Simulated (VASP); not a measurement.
Li2Se: single point with PBEsol

Li2Se:

```
CELL_PARAMETERS angstrom
2.97237 2.97237 0.00000
-2.97237 2.97237 0.00000
0.00000 2.97237 2.97237
ATOMIC_POSITIONS crystal
Li 0.25000 0.75000 0.50000
Li 0.75000 0.25000 0.50000
Se 0.00000 0.00000 0.00000
```

```yaml
Program: VASP 6.6.1
Task: single point
Functional: PBEsol
Potentials_or_basis: VASP PAW PBE potentials, release 64 (Li_sv, Se)
Cutoff: 750 eV
k_mesh: 12 × 12 × 12
Occupations: fermi-dirac, width 0.05 eV
Spin: no spin polarisation
```

* Pressure: 0.0 GPa
* Band gap on the k mesh: 2.81 eV (least direct gap 3.36 eV)

Levels at points of the mesh, in eV from the valence-band top:
```
           k point  band 4  band 5  band 6  band 7  band 8  band 9
(0.00, 0.00, 0.00)    0.00    0.00    0.00    3.36    5.58    5.58
(0.50, 0.00, 0.00)   -3.04   -0.55   -0.55    5.14    5.90    5.90
(0.50, 0.50, 0.00)   -2.37   -1.51   -1.51    2.81    6.20   10.42
```

It took 82 s on 1 thread of Intel(R) Xeon(R) Platinum 8259CL CPU @ 2.50GHz (Skylake/Cascade Lake), on a shared host, peak memory 0.28 GiB.

Caveat: the PAW data sets were made with another functional, which shifts forces and pressure a little. A k mesh can miss the band edges.
